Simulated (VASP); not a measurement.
The system is SrTiO3.

```
Sr Ti O
1.0
    -2.70000    2.70000    3.85000
     2.70000   -2.70000    3.85000
     2.70000    2.70000   -3.85000
Sr Ti O
2 2 6
Cartesian
  0.0000 2.7000 1.9250
  2.7000 0.0000 1.9250
  0.0000 0.0000 0.0000
  0.0000 0.0000 3.8500
  0.0000 0.0000 1.9250
  0.0000 0.0000 5.7750
  -1.2420 1.4580 3.8500
  3.9420 1.2420 0.0000
  1.2420 1.4580 0.0000
  1.4580 1.2420 3.8500
```

| Quantity | Value |
| --- | --- |
| Program | VASP 6.6.1 |
| Task | relaxation of cell and atoms |
| Functional | PBEsol |
| Potentials or basis | VASP PAW PBE potentials, release 64 (Sr_sv, Ti_sv, O) |
| Cutoff | 600 eV |
| k mesh | 6 × 6 × 6 |
| Occupations | gaussian, width 0.01 eV |
| Spin | no spin polarisation |

At the start: pressure 10.3 GPa; volume 11.23 Å³/atom.

**Question.** Where does the relaxation end?

**Answer.** Over 24 steps the energy falls by 17.8 meV/atom and the volume is 11.80 Å³/atom (+5.1 %); space group I4/mcm (No. 140, to 0.1 Å) before and after.

Step by step:
| step | energy change (eV) | largest force (eV/Å) | pressure (GPa) | volume (Å³) |
| --- | --- | --- | --- | --- |
| 1 | 0.0000 | 0.0559 | 10.25 | 112.27 |
| 2 | -0.0003 | 0.0165 | -8.59 | 124.35 |
| 3 | -0.1775 | 0.0166 | -0.13 | 118.09 |
| 4 | -0.1775 | 0.0173 | 0.08 | 117.97 |
| 5 | -0.1779 | 0.0141 | 0.08 | 117.96 |
| 6 | -0.1779 | 0.0127 | 0.10 | 117.96 |
| 7 | -0.1779 | 0.0131 | 0.09 | 117.96 |
| 8 | -0.1779 | 0.0121 | -0.01 | 118.07 |
| 9 | -0.1779 | 0.0117 | -0.11 | 118.11 |
| 10 | -0.1779 | 0.0118 | -0.12 | 118.08 |
| 11 | -0.1779 | 0.0123 | -0.08 | 118.07 |
| 12 | -0.1779 | 0.0121 | -0.10 | 118.07 |
| 13 | -0.1779 | 0.0125 | 0.08 | 117.96 |
| 14 | -0.1780 | 0.0124 | 0.04 | 118.00 |
| 15 | -0.1780 | 0.0120 | 0.04 | 118.00 |
| 16 | -0.1781 | 0.0112 | 0.03 | 117.99 |
| 17 | -0.1782 | 0.0099 | 0.03 | 117.98 |
| 18 | -0.1783 | 0.0073 | 0.02 | 117.97 |
| 19 | -0.1784 | 0.0058 | 0.02 | 117.97 |
| 20 | -0.1784 | 0.0042 | -0.01 | 117.98 |
| 21 | -0.1785 | 0.0005 | -0.04 | 118.00 |
| 22 | -0.1785 | 0.0004 | -0.05 | 118.00 |
| 23 | -0.1785 | 0.0001 | -0.02 | 117.97 |
| 24 | -0.1785 | 0.0001 | 0.01 | 117.95 |

Final structure:
```yaml
crystal:
  lattice:
    - [-2.74720, 2.74720, 3.90720]
    - [2.74720, -2.74720, 3.90720]
    - [2.74720, 2.74720, -3.90720]
  atoms:
    - { symbol: Sr, position: [0.75000, 0.25000, 0.50000] }
    - { symbol: Sr, position: [0.25000, 0.75000, 0.50000] }
    - { symbol: Ti, position: [0.00000, 0.00000, 0.00000] }
    - { symbol: Ti, position: [0.50000, 0.50000, 0.00000] }
    - { symbol: O, position: [0.25000, 0.25000, 0.00000] }
    - { symbol: O, position: [0.75000, 0.75000, 0.00000] }
    - { symbol: O, position: [0.77320, 0.27320, 0.04640] }
    - { symbol: O, position: [0.22680, 0.72680, 0.95360] }
    - { symbol: O, position: [0.27320, 0.22680, 0.50000] }
    - { symbol: O, position: [0.72680, 0.77320, 0.50000] }
```

Caveat: the PAW data sets were made with another functional, which shifts forces and pressure a little.
